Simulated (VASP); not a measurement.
Set up this calculation in VASP 6.6.1, as the native input.

* Task: single point
* Functional: PBE
* Potentials or basis: VASP PAW PBE potentials, release 64 (Ta_pv, Sn_d)
* Cutoff: 520 eV
* k mesh: 8 × 8 × 8
* Occupations: gaussian, width 0.1 eV
* Spin: no spin polarisation
* Dipole correction: no
* Further INCAR settings: ALGO = Normal; EDIFF = 1e-06; NBANDS = 25

The structure of Ta2Sn lies in POSCAR:

```
Ta2Sn
1.0
   -1.7974181508      1.7974181508      4.4092914013
    1.7974181508     -1.7974181508      4.4092914013
    1.7974181508      1.7974181508     -4.4092914013
Ta Sn
2 1
Direct
    0.6650000000      0.6650000000      0.0000000000
    0.3350000000      0.3350000000      0.0000000000
    0.0000000000      0.0000000000      0.0000000000
```

These files were run (other wordings do the same):

INCAR

```
SYSTEM = Ta2Sn
PREC = Accurate
ENCUT = 520
EDIFF = 1E-6
ISMEAR = 0
SIGMA = 0.1
LREAL = .False.
LASPH = .True.
NELM = 80
ALGO = Normal
ISIF = 2
LWAVE = .False.
LCHARG = .False.
GGA = PE
NBANDS = 25
```

KPOINTS

```
Automatic mesh
0
Gamma
  8 8 8
  0 0 0
```

Potentials or basis: VASP PAW PBE potentials, release 64 (Ta_pv, Sn_d).

Launch:

```sh
$ cat potpaw_PBE.64/Ta_pv/POTCAR potpaw_PBE.64/Sn_d/POTCAR > POTCAR
$ mpirun -np 1 vasp_std > vasp.out
```

Results of the run:

* Pressure: 3.3 GPa
* Largest force: 1.092 eV/Å
* Band gap on the k mesh: zero (bands 18 and 19 overlap by 0.71 eV)

Caveat: the cell stands under pressure; spin-orbit coupling is left out, which moves the levels of the heavy elements; forces of over 1 eV/Å act on the atoms, so gaps and moduli don't describe the material at rest.

Wall time 97 s on 1 thread of Intel(R) Xeon(R) Platinum 8259CL CPU @ 2.50GHz (Skylake/Cascade Lake) (shared host), peak memory 0.28 GiB.
